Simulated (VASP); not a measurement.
# CdSe: elastic constants with LDA

Crystal: CdSe.

```
CELL_PARAMETERS angstrom
3.00399 3.00399 0.00000
-3.00399 3.00399 0.00000
0.00000 3.00399 3.00399
ATOMIC_POSITIONS crystal
Cd 0.00000 0.00000 0.00000
Se 0.75000 0.25000 0.50000
```

| Item | Value |
| --- | --- |
| Program | VASP 6.6.1 |
| Task | elastic constants |
| Functional | LDA |
| Potentials or basis | VASP PAW LDA potentials, release 64 (Cd, Se) |
| Cutoff | 600 eV |
| k mesh | 6 × 6 × 6 |
| Occupations | gaussian, width 0.01 eV |
| Spin | no spin polarisation |
| Dipole correction | no |
| Ions in elastic constants | relaxed |
| Further INCAR settings | ALGO = Normal; EDIFF = 1e-08; NBANDS = 16; IBRION = 6; POTIM = 0.015; NSW = 1; ISIF = 3 |

```
Elastic constants C11, C12, C44                         : 72, 54, 24 GPa
Voigt bulk modulus                                      : 60 GPa
Highest phonon frequency at Γ, LO-TO splitting left out : 178 cm⁻¹
```

Phonon frequencies in cm⁻¹ (negative: imaginary):
```csv
q point,frequencies
"(0.000, 0.000, 0.000)",0 0 0 178 178 178
```

Elastic tensor in Voigt notation (GPa, in the Cartesian axes of the cell as first typed):
```
72 54 54  0  0  0
54 72 54  0  0  0
54 54 72  0  0  0
 0  0  0 24  0  0
 0  0  0  0 24  0
 0  0  0  0  0 24
```

Clamped-ion elastic tensor (GPa):
```
72 54 54  0  0  0
54 72 54  0  0  0
54 54 72  0  0  0
 0  0  0 52  0  0
 0  0  0  0 52  0
 0  0  0  0  0 52
```

Run time: 20 min on 1 thread of AMD EPYC 7R13, on a shared host, peak memory 0.25 GiB.
